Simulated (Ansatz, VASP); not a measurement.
## SiC: VASP beside Ansatz

```
Si C
1.0
     0.00000    2.17900    2.17900
     2.17900    0.00000    2.17900
     2.17900    2.17900    0.00000
Si C
1 1
Direct
  0.00000 0.00000 0.00000
  0.25000 0.25000 0.25000
```

Alike in both runs: task relaxation of cell and atoms; functional PBE; k mesh 10 × 10 × 10; occupations gaussian, width 0.02 eV; no spin polarisation.

|  | VASP | Ansatz |
| --- | --- | --- |
| version | VASP 6.6.1 | Ansatz 0.2.0 |
| potentials or method | VASP PAW PBE potentials, release 64 (Si, C), cutoff 600 eV | scalar-relativistic, plane waves, PAW |
| valence electrons in the cell | 8 | 8 |

|  | VASP | Ansatz | Ansatz less VASP |
| --- | --- | --- | --- |
| gap on the k mesh at the Fermi level, each at its own relaxed structure (eV) | 1.37 | 1.37 | +0.002 |
| relaxed volume (Å³/atom) | 10.49 | 10.50 | +0.009 |
| relaxed cell length with the largest relative difference (Å) | 3.096 | 3.097 | +0.0009 |
